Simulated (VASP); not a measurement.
Runs of VASP 6.6.1 on C. The structure is that of space group Cmcm (No. 63), or close to it. The cells are those of the table. 

```tsv
task	cell	k mesh	cutoff (eV)	smearing	k mesh for the DOS	occupations for the DOS	gap on the mesh (eV)	pressure (GPa)	relaxed volume (Å³/atom)	largest force (eV/Å)
single point	a = 3.405, b = 3.405, c = 4.342 Å, angles 90.0, 90.0, 94.5°, 8 atoms	6 × 6 × 4	520	gaussian 0.1 eV	-	-	(b)	25.8	-	(d)
single point	a = 3.471, b = 3.471, c = 4.413 Å, angles 90.0, 90.0, 91.4°, 8 atoms	6 × 6 × 4	520	gaussian 0.1 eV	-	-	3.09	0.6	-	(a)
relaxation of cell and atoms	relaxed from a = 3.405, b = 3.405, c = 4.342 Å, angles 90.0, 90.0, 94.5°, 8 atoms	6 × 6 × 4	600	gaussian 0.1 eV	-	-	3.09	0.2	6.64	0.03
single point	a = 3.472, b = 3.472, c = 4.413 Å, angles 90.0, 90.0, 91.3°, 8 atoms	8 × 8 × 6	520	gaussian 0.02 eV	-	-	3.02	0.5	-	(c)
relaxation of cell and atoms	relaxed from a = 3.471, b = 3.471, c = 4.413 Å, angles 90.0, 90.0, 91.4°, 8 atoms	8 × 8 × 6	600	gaussian 0.02 eV	-	-	3.01	0.0	6.65	-
```

Alike in all rows: level PBE; potentials or basis VASP PAW PBE potentials, release 64 (C); no spin polarisation.

Estimate the missing entries.

(a) 0.01; (b) 2.80; (c) 0.02; (d) 2.82.

Caveats: forces of over 1 eV/Å act on the atoms, so gaps and moduli don't describe the material at rest (some runs).

A k mesh can miss the band edges.
